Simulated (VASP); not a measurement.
# KBr: single point with PBEsol

KBr:

```
Br K
1.0
     0.00000    3.23263    3.23263
     3.23263    0.00000    3.23263
     3.23263    3.23263    0.00000
Br K
1 1
Direct
  0.50000 0.50000 0.50000
  0.00000 0.00000 0.00000
```

This cell differs from its parent crystal: volume scaled by 0.94.

```
Program                : VASP 6.6.1
Task                   : single point
Functional             : PBEsol
Potentials or basis    : VASP PAW PBE potentials, release 64 (Br, K_sv)
Cutoff                 : 520 eV
k mesh                 : 7 × 7 × 7
Occupations            : fermi-dirac, width 0.05 eV
Spin                   : no spin polarisation
Dipole correction      : no
Further INCAR settings : ALGO = Normal; EDIFF = 1e-07; NBANDS = 15
```

The pressure is 0.7 GPa and the band gap on the k mesh is 4.44 eV, direct.

Levels at points of the mesh, in eV from the valence-band top:
```
           k point  band 4  band 5  band 6  band 7  band 8  band 9  band 10  band 11  band 12  band 13
(0.00, 0.00, 0.00)  -11.03  -11.03    0.00    0.00    0.00    4.44     7.52     7.52     7.52     8.41
```

It took 31 s on 1 thread of AMD EPYC 7R43 64-Core Processor (Zen 3), with other jobs on the host, peak memory 0.17 GiB.

Caveat: the PAW data sets were made with another functional, which shifts forces and pressure a little.
